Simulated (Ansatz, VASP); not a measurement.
Co: VASP beside Ansatz

File INCAR:

```
SYSTEM = Co
  PREC = Accurate
  ENCUT = 520
  EDIFF = 1E-6
  ISMEAR = -1
  SIGMA = 0.1
  LREAL = .False.
  LASPH = .True.
  NELM = 150
  ALGO = Normal
  ISIF = 2
  LWAVE = .False.
  LCHARG = .False.
  ISPIN = 2
  MAGMOM = 1.7 1.7 1.7 1.7 1.7 1.7
  LORBIT = 11
  LMAXMIX = 4
  LDIPOL = .True.
  IDIPOL = 3
  DIPOL = 0.5 0.5 0.500
  GGA = PE
  NBANDS = 40
```

The input KPOINTS:

```
Automatic mesh
0
Gamma
  15 15 1
  0 0 0
```

Contents of POSCAR:

```
Co
1.0
    2.4930397979      0.0000000000      0.0000000000
   -1.2465198990      2.1590357976      0.0000000000
    0.0000000000      0.0000000000     26.0923000000
Co
6
Direct
    0.8333333330      0.1666666670      0.3066034076
    0.1666666670      0.8333333330      0.3839620446
    0.8333333330      0.1666666670      0.4613206815
    0.1666666670      0.8333333330      0.5386793185
    0.8333333330      0.1666666670      0.6160379554
    0.1666666670      0.8333333330      0.6933965924
```

Input for Ansatz:

```yaml
crystal:
  lattice:
    - [2.4930397979, 0.0, 0.0]
    - [-1.246519899, 2.1590357976, 0.0]
    - [0.0, 0.0, 26.0923]
  atoms:
    - { symbol: Co, position: [0.833333333, 0.166666667, 0.3066034076], spin: 1.7 }
    - { symbol: Co, position: [0.166666667, 0.833333333, 0.3839620446], spin: 1.7 }
    - { symbol: Co, position: [0.833333333, 0.166666667, 0.4613206815], spin: 1.7 }
    - { symbol: Co, position: [0.166666667, 0.833333333, 0.5386793185], spin: 1.7 }
    - { symbol: Co, position: [0.833333333, 0.166666667, 0.6160379554], spin: 1.7 }
    - { symbol: Co, position: [0.166666667, 0.833333333, 0.6933965924], spin: 1.7 }
magnetization:
  spin_polarized: true
kpoints:
  mp_grid: { grid: [15, 15, 1] }
scf:
  occupations: { method: fermi_dirac, width: 0.1 }
hamiltonian:
  xc: pbe
  pseudopotentials: { kind: paw }
output:
  forces: true
  stress: true
  eigenvalues: true
  populations: true
efield:
  axis: 3
  amplitude: 0
  dipole_correction: true
```

Alike in both runs: task single point; functional PBE; k mesh 15 × 15 × 1; occupations fermi-dirac, width 0.1 eV; collinear spin.

```csv
,VASP,Ansatz
version,VASP 6.6.1,Ansatz 0.2.0
potentials or method,"VASP PAW PBE potentials, release 64 (Co)","PAW with Ansatz's default frozen-core files, scalar-relativistic"
plane-wave cutoff (eV),520,420
valence electrons in the cell,54,102
```

```csv
,VASP,Ansatz,Ansatz less VASP
rms of the force components (eV/Å),0.178,0.176,-0.0027
net moment per atom (μB),1.65,1.66,+0.009
size of the moment on the site where the two differ most (μB),1.66,1.72,+0.062
```

Site moments also hang on the region over which each program counts them. Atom by atom the forces differ by 0.009 eV/Å (rms over components). VASP's potentials hold 54 valence electrons a cell and Ansatz's 102, so a difference there can come from the potentials and not from the codes.
